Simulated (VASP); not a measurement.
A run of VASP 6.6.1 is set up as follows.

The input INCAR:

```
PREC     = Accurate       # precision mode
ENCUT    = 600            # plane-wave cutoff, eV
EDIFF    = 1E-7           # SCF threshold, eV
ISMEAR   = 0              # smearing method
SIGMA    = 0.1            # smearing width, eV
LREAL    = False          # projectors in reciprocal space
LASPH    = True           # aspherical terms in the spheres
NELM     = 150            # most SCF steps
ALGO     = Normal         # electronic algorithm
ISIF     = 3              # what is computed and relaxed
LWAVE    = False          # write WAVECAR
LCHARG   = False          # write CHGCAR
ISPIN    = 2              # spin polarisation
MAGMOM   = 0.34 0.34 0.31 0.31 0 0 # initial moments
LORBIT   = 11             # projections on sites
LMAXMIX  = 4              # l up to which the mixer works
GGA      = PE             # functional
IBRION   = 2              # ionic algorithm
NSW      = 90             # ionic steps
EDIFFG   = -0.04          # ionic threshold
```

Contents of KPOINTS:

```
regular mesh
0
Gamma
  4 4 4
```

The input POSCAR:

```
Ru2Cl
1.0
    3.9759283054      0.0000000000      0.0000000000
    0.0000000000      3.9759283054      0.0000000000
    0.0000000000      0.0000000000      6.0664777826
Ru Cl
4 2
Direct
    0.0000000000      0.0000000000      0.0000000000
    0.5000000000      0.5000000000      0.0000000000
    0.0000000000      0.5000000000      0.2700000000
    0.5000000000      0.0000000000      0.7300000000
    0.0000000000      0.5000000000      0.7000000000
    0.5000000000      0.0000000000      0.3000000000
```

Potentials or basis: VASP PAW PBE potentials, release 64 (Ru_pv, Cl).

Command:

```sh
$ cat potpaw_PBE.64/Ru_pv/POTCAR potpaw_PBE.64/Cl/POTCAR > POTCAR
$ mpirun -np 1 vasp_std > vasp.out
```

(1) Estimate the relaxed cell.

(2) What does it give for the band gap on the k mesh?

Answers

(1) a = 4.392 Å, b = 4.392 Å, c = 5.954 Å, α = 90.00°, β = 90.00°, γ = 90.00°.

(2) zero (filled and empty bands overlap).

Caveat: the k points lie up to 0.36 Å⁻¹ apart in the final cell, too coarse for converged energies and pressures of a metal.
